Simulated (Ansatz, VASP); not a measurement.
## One calculation of Mg2Cd3O5, two programs

The input INCAR:

```
PREC = Accurate ; ENCUT = 520
EDIFF = 1E-6 ; ISMEAR = 0
SIGMA = 0.2 ; LREAL = F
LASPH = T ; NELM = 60
ALGO = Normal ; ISIF = 2
LWAVE = F ; LCHARG = F
GGA = PE ; NBANDS = 46
```

The input KPOINTS:

```
Automatic mesh
0
Gamma
  6 6 6
```

POSCAR

```
Mg2Cd3O5
1.0
    0.0000000000     -3.2602642000      0.0000000000
    3.2602642000      0.0000000000      0.0000000000
   -1.6301321000      1.6301321000     11.4936636000
Mg Cd O
2 3 5
Direct
    0.2044340000      0.2044340000      0.4088680000
    0.7955660000      0.7955660000      0.5911320000
    0.6064690000      0.6064690000      0.2129380000
    0.3935310000      0.3935310000      0.7870620000
    0.0000000000      0.0000000000      0.0000000000
    0.7068220000      0.7068220000      0.4136440000
    0.2931780000      0.2931780000      0.5863560000
    0.8895780000      0.8895780000      0.7791560000
    0.5000000000      0.5000000000      1.0000000000
    0.1104220000      0.1104220000      0.2208440000
```

Input for Ansatz:

```yaml
crystal:
  lattice:
    - [0.0, -3.2602642, 0.0]
    - [3.2602642, 0.0, 0.0]
    - [-1.6301321, 1.6301321, 11.4936636]
  atoms:
    - { symbol: Mg, position: [0.204434, 0.204434, 0.408868] }
    - { symbol: Mg, position: [0.795566, 0.795566, 0.591132] }
    - { symbol: Cd, position: [0.606469, 0.606469, 0.212938] }
    - { symbol: Cd, position: [0.393531, 0.393531, 0.787062] }
    - { symbol: Cd, position: [0.0, 0.0, 0.0] }
    - { symbol: O, position: [0.706822, 0.706822, 0.413644] }
    - { symbol: O, position: [0.293178, 0.293178, 0.586356] }
    - { symbol: O, position: [0.889578, 0.889578, 0.779156] }
    - { symbol: O, position: [0.5, 0.5, 1.0] }
    - { symbol: O, position: [0.110422, 0.110422, 0.220844] }
basis:
  ecutwfc: 420
kpoints:
  mp_grid: { grid: [6, 6, 6] }
hamiltonian:
  xc: pbe
scf:
  occupations: { method: gaussian, width: 0.2 }
  lower_state_search: "off"
output:
  forces: true
  stress: true
  eigenvalues: true
```

Alike in both runs: task single point; functional PBE; k mesh 6 × 6 × 6; occupations gaussian, width 0.2 eV; no spin polarisation.

|  | VASP | Ansatz |
| --- | --- | --- |
| version | VASP 6.6.1 | Ansatz 0.2.0 |
| potentials or method | VASP PAW PBE potentials, release 64 (Mg, Cd, O), cutoff 520 eV | scalar-relativistic, plane waves, PAW |
| valence electrons in the cell | 70 | 110 |

Ansatz gave:

```
pressure (GPa)                                                : 0.0
traceless stress, the component that is largest in VASP (GPa) : 0.03
rms of the force components (eV/Å)                            : 0.002
```

Problem. Estimate VASP's values.

Solution. Pressure (GPa): 0.8; traceless stress, the component that is largest in VASP (GPa): -0.24; rms of the force components (eV/Å): 0.020.

Atom by atom the forces differ by 0.020 eV/Å (rms over components). VASP's potentials hold 70 valence electrons a cell and Ansatz's 110, so a difference there can come from the potentials and not from the codes.
